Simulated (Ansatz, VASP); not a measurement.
## Two plane-wave programs on SnO2

INCAR

```
SYSTEM = SnO2
PREC     = Accurate       ! precision mode
ENCUT    = 520            ! plane-wave cutoff, eV
EDIFF    = 1E-6           ! SCF threshold, eV
ISMEAR   = -1             ! smearing method
SIGMA    = 0.05           ! smearing width, eV
LREAL    = .FALSE.        ! projectors in reciprocal space
LASPH    = .TRUE.         ! aspherical terms in the spheres
NELM     = 60             ! most SCF steps
ALGO     = Normal         ! electronic algorithm
ISIF     = 2              ! what is computed and relaxed
LWAVE    = .FALSE.        ! write WAVECAR
LCHARG   = .FALSE.        ! write CHGCAR
GGA      = CA             ! functional
NBANDS   = 20             ! bands
```

Contents of KPOINTS:

```
Automatic mesh
0
G
  8 8 8
  0 0 0
```

POSCAR

```
SnO2
1.0
    1.6170930752      0.9336291223      4.8005925840
   -1.6170930752      0.9336291223      4.8005925840
    0.0000000000     -1.8672582446      4.8005925840
Sn O
1 2
Direct
    0.5000000000      0.5000000000      0.5000000000
    0.7628300000      0.7628300000      0.7628300000
    0.2371700000      0.2371700000      0.2371700000
```

Contents of input.yaml:

```yaml
crystal:
  lattice:
    - [1.6170930752, 0.9336291223, 4.800592584]
    - [-1.6170930752, 0.9336291223, 4.800592584]
    - [0.0, -1.8672582446, 4.800592584]
  atoms:
    - { symbol: Sn, position: [0.5, 0.5, 0.5] }
    - { symbol: O, position: [0.76283, 0.76283, 0.76283] }
    - { symbol: O, position: [0.23717, 0.23717, 0.23717] }
hamiltonian:
  xc: lda
  pseudopotentials: { kind: paw }
kpoints:
  mp_grid: { grid: [8, 8, 8] }
scf:
  occupations: { method: fermi_dirac, width: 0.05 }
output:
  forces: true
  stress: true
  eigenvalues: true
```

Alike in both runs: task single point; functional LDA; k mesh 8 × 8 × 8; occupations fermi-dirac, width 0.05 eV; no spin polarisation.

|  | VASP | Ansatz |
| --- | --- | --- |
| version | VASP 6.6.1 | Ansatz 0.2.0 |
| potentials or method | VASP PAW LDA potentials, release 64 (Sn_d, O) | Ansatz PAW |
| plane-wave cutoff (eV) | 520 | 420 |
| valence electrons in the cell | 26 | 26 |

Ansatz gave:

- gap on the k mesh at the Fermi level (eV): 1.77
- least direct gap on the mesh (eV): 1.89
- pressure (GPa): -9.1
- traceless stress, the component that is largest in VASP (GPa): 1.78
- rms of the force components (eV/Å): 0.319

Which values does VASP return?

gap on the k mesh at the Fermi level (eV): 1.77; least direct gap on the mesh (eV): 1.90; pressure (GPa): -8.5; traceless stress, the component that is largest in VASP (GPa): 1.29; rms of the force components (eV/Å): 0.291.

LDA's correlation is that of Perdew and Zunger in VASP and of Perdew and Wang (1992) in Ansatz. Atom by atom the forces differ by 0.027 eV/Å (rms over components).
